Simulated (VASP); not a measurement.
# C (P6/mmm) in VASP: relaxation of cell and atoms with LDA

Aim: the relaxation of cell and atoms of C with LDA.

All numbers are computed with VASP 6.6.1; they aren't measurements. Logs are shortened: lines on timing, memory, paths and dates and some standing lists are left out, and cuts for length are marked.

**1. The cell of the first run**

The structure is hexagonal, space group P6/mmm (No. 191). The conventional cell has a = 2.372 Å, b = 2.372 Å, c = 3.138 Å, α = 90.00°, β = 90.00°, γ = 120.00°. Within 1.8 Å of C (site symmetry -6m2) lie 3 C at 1.37 Å.

**2. Relaxation of cell and atoms, LDA, target pressure 10 GPa, at which the enthalpy is minimised**

Contents of INCAR:

```
SYSTEM = C
  ALGO = Normal
  EDIFF = 1E-6
  EDIFFG = -0.008
  ENCUT = 600
  IBRION = 2
  ISIF = 3
  ISMEAR = 0
  LASPH = .TRUE.
  LCHARG = .FALSE.
  LREAL = .FALSE.
  LWAVE = .FALSE.
  NELM = 60
  NSW = 70
  PREC = Accurate
  PSTRESS = 100.0
  SIGMA = 0.1
```

Contents of KPOINTS:

```
k-points
0
G
  24 24 14
  0 0 0
```

Contents of POSCAR:

```
C
1.0
    2.3718993866      0.0000000000      0.0000000000
   -1.1859496933      2.0541251240      0.0000000000
    0.0000000000      0.0000000000      3.1384666739
C
2
Direct
    0.3333333333      0.6666666667      0.0000000000
    0.6666666667      0.3333333333      0.0000000000
```

Potentials or basis: VASP PAW LDA potentials, release 64 (C).

On the command line:

```sh
$ cat potpaw_LDA.64/C/POTCAR > POTCAR
$ mpirun -np 1 vasp_std > vasp.out
```

OUTCAR:

```text
SYSTEM = C
   EDIFF = 1E-6
   EDIFFG = -0.008
   ENCUT = 600
   IBRION = 2
   ISIF = 3
   ISMEAR = 0
   LASPH = .TRUE.
   LREAL = .FALSE.
   NELM = 60
   NSW = 70
   PREC = Accurate
   PSTRESS = 100.0

 ion  position               nearest neighbor table
   1  0.333  0.667  0.000-   2 1.37   2 1.37   2 1.37
   2  0.667  0.333  0.000-   1 1.37   1 1.37   1 1.37

  LATTYP: Found a hexagonal cell.
 ALAT       =     2.3718993866
 C/A-ratio  =     1.3231871013

  Lattice vectors:

 A1 = (   2.3718993866,   0.0000000000,   0.0000000000)
 A2 = (  -1.1859496933,   2.0541251240,   0.0000000000)
 A3 = (   0.0000000000,   0.0000000000,   3.1384666739)

Analysis of symmetry for initial positions (statically):
=====================================================================
 Subroutine PRICEL returns:
 Original cell was already a primitive cell.

 Routine SETGRP: Setting up the symmetry group for a
 hexagonal supercell.

 Subroutine GETGRP returns: Found 24 space group operations
 (whereof 24 operations were pure point group operations)
 out of a pool of 24 trial point group operations.

The static configuration has the point symmetry D_6h.

Analysis of symmetry for dynamics (positions and initial velocities):
=====================================================================
 Subroutine PRICEL returns:
 Original cell was already a primitive cell.

 Routine SETGRP: Setting up the symmetry group for a
 hexagonal supercell.

 Subroutine GETGRP returns: Found 24 space group operations
 (whereof 24 operations were pure point group operations)
 out of a pool of 24 trial point group operations.

The dynamic configuration has the point symmetry D_6h.

 Subroutine INISYM returns: Found 24 space group operations
 (whereof 24 operations are pure point group operations),
 and found     1 'primitive' translations

----------------------------------------------------------------------------------------

                                     Primitive cell

  volume of cell :      15.2912

  direct lattice vectors                    reciprocal lattice vectors
     2.371899387  0.000000000  0.000000000     0.421603043  0.243412631  0.000000000
    -1.185949693  2.054125124  0.000000000     0.000000000  0.486825261  0.000000000
     0.000000000  0.000000000  3.138466674     0.000000000  0.000000000  0.318626930

  length of vectors
     2.371899387  2.371899387  3.138466674     0.486825261  0.486825261  0.318626930

  position of ions in fractional coordinates (direct lattice)
     0.333333333  0.666666667  0.000000000
     0.666666667  0.333333333  0.000000000

  ion indices of the primitive-cell ions
   primitive index   ion index
                 1           1
                 2           2

----------------------------------------------------------------------------------------

 KPOINTS: k-points

Automatic generation of k-mesh.
 Grid dimensions read from file:
 generate k-points for:   24   24   14

 Generating k-lattice:

  Cartesian coordinates                     Fractional coordinates (reciprocal lattice)
     0.017566793  0.010142193  0.000000000     0.041666667  0.000000000  0.000000000
     0.000000000  0.020284386  0.000000000     0.000000000  0.041666667  0.000000000
     0.000000000  0.000000000  0.022759066     0.000000000  0.000000000  0.071428571

  Length of vectors
     0.020284386  0.020284386  0.022759066

  Shift w.r.t. Gamma in fractional coordinates (k-lattice)
     0.000000000  0.000000000  0.000000000

 Subroutine IBZKPT returns following result:
 ===========================================

 Found    488 irreducible k-points:

 Following reciprocal coordinates:
            Coordinates               Weight
  0.000000  0.000000  0.000000      1.000000
  0.041667  0.000000  0.000000      6.000000
  0.083333  0.000000  0.000000      6.000000
  0.125000  0.000000  0.000000      6.000000
  0.166667  0.000000  0.000000      6.000000
  0.208333  0.000000  0.000000      6.000000
[... 16 lines left out ...]
  0.416667  0.041667  0.000000     12.000000
  0.458333  0.041667  0.000000     12.000000
 [... further k-points ...]
   k-points           NKPTS =    488   k-points in BZ     NKDIM =    488   number of bands    NBANDS=      8
   number of dos      NEDOS =    301   number of ions     NIONS =      2
   total plane-waves  NPLWV =  11200
   dimension x,y,z NGX =    20 NGY =   20 NGZ =   28
   dimension x,y,z NGXF=    40 NGYF=   40 NGZF=   56
   ions per type =               2
   NGX,Y,Z   is equivalent  to a cutoff of  14.02, 14.02, 14.83 a.u.
   NGXF,Y,Z  is equivalent  to a cutoff of  28.04, 28.04, 29.66 a.u.
 SYSTEM =  C
   PREC   = accura    normal or accurate (medium, high low for compatibility)
   ISTART =      0    job   : 0-new  1-cont  2-samecut
   ICHARG =      2    charge: 1-file 2-atom 10-const
   ISPIN  =      1    spin polarized calculation?
   LNONCOLLINEAR =      F non collinear calculations
   LSORBIT =      F    spin-orbit coupling
   LASPH  =      T    aspherical Exc in radial PAW
   ENCUT  =  600.0 eV  44.10 Ry    6.64 a.u.   4.74  4.74  6.27*2*pi/ulx,y,z
   NELM   =     60;   NELMIN=  2; NELMDL= -5     # of ELM steps
   EDIFF  = 0.1E-05   stopping-criterion for ELM
   LREAL  =      F    real-space projection
   EDIFFG = -.8E-02   stopping-criterion for IOM
   NSW    =     70    number of steps for IOM
   IBRION =      2    ionic relax: 0-MD 1-quasi-New 2-CG
   NFREE  =      1    steps in history (QN), initial steepest desc. (CG)
   ISIF   =      3    stress and relaxation
   ISYM   =      2    0-nonsym 1-usesym 2-fastsym
   POTIM  = 0.5000    time-step for ionic-motion
   TEBEG  =    0.0;   TEEND  =   0.0 temperature during run
   PSTRESS=  100.0 pullay stress
   NELECT =       8.0000    total number of electrons
   NUPDOWN=      -1.0000    fix difference up-down
   EMIN   =  10.00;   EMAX   =-10.00  energy-range for DOS
   EFERMI =   0.00;   METHOD = LEGACY
   ISMEAR =     0;   SIGMA  =   0.10  broadening in eV -4-tet -1-fermi 0-gaus
   EFERMI_NEDOS =   21; number of points for ismear=-14 and -15
   IALGO  =     38    algorithm
   IMIX   =      4    mixing-type and parameters
     AMIX     =   0.40;   BMIX     =  1.00
     AMIX_MAG =   1.60;   BMIX_MAG =  1.00
  volume/ion in A,a.u.               =       7.65        51.59
  Fermi-wavevector in a.u.,A,eV,Ry     =   1.319141  2.492815 23.675952  1.740133
  Thomas-Fermi vector in A             =   2.449061
   LORBIT       =      0    0 simple, 1 ext, 2 COOP (PROOUT), +10 PAW based schemes
   GGA     = CA    functional components
   LHFCALC =     F    Hartree Fock is set to
   AEXX    =    0.0000 exact exchange contribution
   IVDW    =     0    specifies the selected vdW correction
   LEPSILON=     F    determine dielectric tensor
   LRPA    =     F    only Hartree local field effects (RPA)
 conjugate gradient relaxation of ions
 non-spin polarized calculation
 Gauss-broadening in eV      SIGMA  =   0.10
  energy-cutoff  :      600.00
  volume of cell :       15.29
 maximum number of plane-waves:       523
 NGX is ok and might be reduce to    20
   NGX =  9   NGY =  9   NGZ = 13

--------------------------------------- Ionic step        1  -------------------------------------------

 number of electron       8.0000000 magnetization

 Free energy of the ion-electron system (eV)
  ---------------------------------------------------
  ext. energy  EPLUGINS =         0.00000000
  ---------------------------------------------------
  free energy    TOTEN  =       -20.03253287 eV

  energy without entropy =      -20.03234635  energy(sigma->0) =      -20.03243961

------------------------ aborting loop because EDIFF is reached ----------------------------------------

  FORCE on cell =-STRESS in cart. coord.  units (eV):
  Direction    XX          YY          ZZ          XY          YZ          ZX
  --------------------------------------------------------------------------------------
  -------------------------------------------------------------------------------------
  Total        4.5231594      4.5231594      0.6549639      0.0000000      0.0000000      0.0000000
  in kB      473.9273764    473.9273764     68.6257713      0.0000000      0.0000000      0.0000000
  external PRESSURE =     238.8268414 kB  Pullay stress =     100.0000000 kB
[... 93 lines left out ...]
  FREE ENERGIE OF THE ION-ELECTRON SYSTEM (eV)
  ---------------------------------------------------
  free  energy   TOTEN  =       -20.1604121546 eV

  energy  without entropy=      -20.1599998341  energy(sigma->0) =      -20.16020599

  enthalpy is  TOTEN    =       -19.1595747959 eV   P V=        1.0008373587

[... ionic steps 4 to 8 ...]

--------------------------------------- Ionic step        9  -------------------------------------------

 number of electron       7.9999999 magnetization

------------------------ aborting loop because EDIFF is reached ----------------------------------------

  FORCE on cell =-STRESS in cart. coord.  units (eV):
  Direction    XX          YY          ZZ          XY          YZ          ZX
  --------------------------------------------------------------------------------------
  -------------------------------------------------------------------------------------
  Total        1.0199152      1.0199152      0.9707888      0.0000000      0.0000000      0.0000000
  in kB      104.5767319    104.5767319     99.5395663      0.0000000      0.0000000      0.0000000
  external PRESSURE =       2.8976767 kB  Pullay stress =     100.0000000 kB
[... 61 lines left out ...]
  enthalpy is  TOTEN    =       -19.1626668123 eV   P V=        0.9781644531

--------------------------------------- Ionic step       11  -------------------------------------------

 number of electron       7.9999999 magnetization

 Free energy of the ion-electron system (eV)
  ---------------------------------------------------
  ext. energy  EPLUGINS =         0.00000000
  ---------------------------------------------------
  free energy    TOTEN  =       -20.13874338 eV

  energy without entropy =      -20.13821260  energy(sigma->0) =      -20.13847799

 E-fermi :   5.7468     XC(G=0): -11.4216

 val. band max:        5.7304690198   @ k =   0.3333   0.2917   0.3571
 cond. band min:       5.7551958356   @ k =   0.3333   0.2917   0.1429
 fundamental gap:      0.0247268158
 Fermi energy:         5.7468081949

 k-point     1 :       0.0000    0.0000    0.0000
  band No.  band energies     occupation
      1     -14.2074      2.00000
      2      -0.4912      2.00000
      3       2.7426      2.00000
      4       2.7426      2.00000
      5      10.4000      0.00000
      6      14.2574      0.00000
      7      14.2574      0.00000
      8      18.0922      0.00000
[... 243 lines left out ...]
 k-point    24 :       0.4583    0.0417    0.0000
  band No.  band energies     occupation
      1      -8.8306      2.00000
      2      -7.5985      2.00000
      3      -0.9321      2.00000
      4       4.5504      2.00000
      5       8.9886      0.00000
      6      13.4858      0.00000
      7      16.8429      0.00000
      8      17.8721      0.00000

 [... further k-points ...]
[... 5 lines left out ...]
  --------------------------------------------------------------------------------------
  -------------------------------------------------------------------------------------
  Total        0.9763943      0.9763943      0.9719887      0.0000000     -0.0000000      0.0000000
  in kB      100.0534989    100.0534989     99.6020436      0.0000000     -0.0000000      0.0000000
  external PRESSURE =      -0.0969862 kB  Pullay stress =     100.0000000 kB
[... 17 lines left out ...]
  FREE ENERGIE OF THE ION-ELECTRON SYSTEM (eV)
  ---------------------------------------------------
  free  energy   TOTEN  =       -20.1387433795 eV

  energy  without entropy=      -20.1382126032  energy(sigma->0) =      -20.13847799

  enthalpy is  TOTEN    =       -19.1628711349 eV   P V=        0.9758722445

 reached required accuracy - stopping structural energy minimisation
```

Wall time 4.1 min (1 thread of Intel Xeon Platinum 8259CL at 2.50GHz (Skylake/Cascade Lake), shared host); peak memory 0.16 GiB.

Results:

| Item | Value |
| --- | --- |
| Free energy | -20.1387 eV |
| Relaxed volume | 7.82 Å³/atom |
| Relaxed cell | a = 2.427 Å, b = 2.427 Å, c = 3.064 Å, α = 90.00°, β = 90.00°, γ = 120.00° |
| Space group after relaxing (to 0.1 Å) | P6/mmm (No. 191) |
| Energy change on relaxing (the run minimises the enthalpy) | -53.1 meV/atom |
| Ionic steps | 11 |
| Pressure after relaxing | 10.0 GPa |
| Band gap on the k mesh | zero (bands 4 and 5 overlap by 2.27 eV) |

Step by step:
```csv
step,energy change (eV),largest force (eV/Å),pressure (GPa),volume (Å³)
1,0.0000,0.0000,33.88,15.29
2,0.2266,0.0000,-35.88,17.91
3,-0.1279,0.0000,7.54,16.04
4,-0.1254,0.0000,8.96,15.99
5,-0.1245,0.0000,9.42,15.98
6,-0.1204,0.0000,9.62,15.89
7,-0.1063,0.0000,10.26,15.64
8,-0.1052,0.0000,10.35,15.62
9,-0.1056,0.0000,10.29,15.63
10,-0.1083,0.0000,8.82,15.67
11,-0.1062,0.0000,9.99,15.64
```

Final structure:
```xyz
2
Lattice="2.4273 0.0000 0.0000 -1.2137 2.1021 0.0000 0.0000 0.0000 3.0642" Properties=species:S:1:pos:R:3 pbc="T T T"
C     0.0000    1.4014    0.0000
C     1.2137    0.7007    0.0000
```

Caveat: the cell is relaxed towards a set pressure, so the run minimises the enthalpy, not the energy.
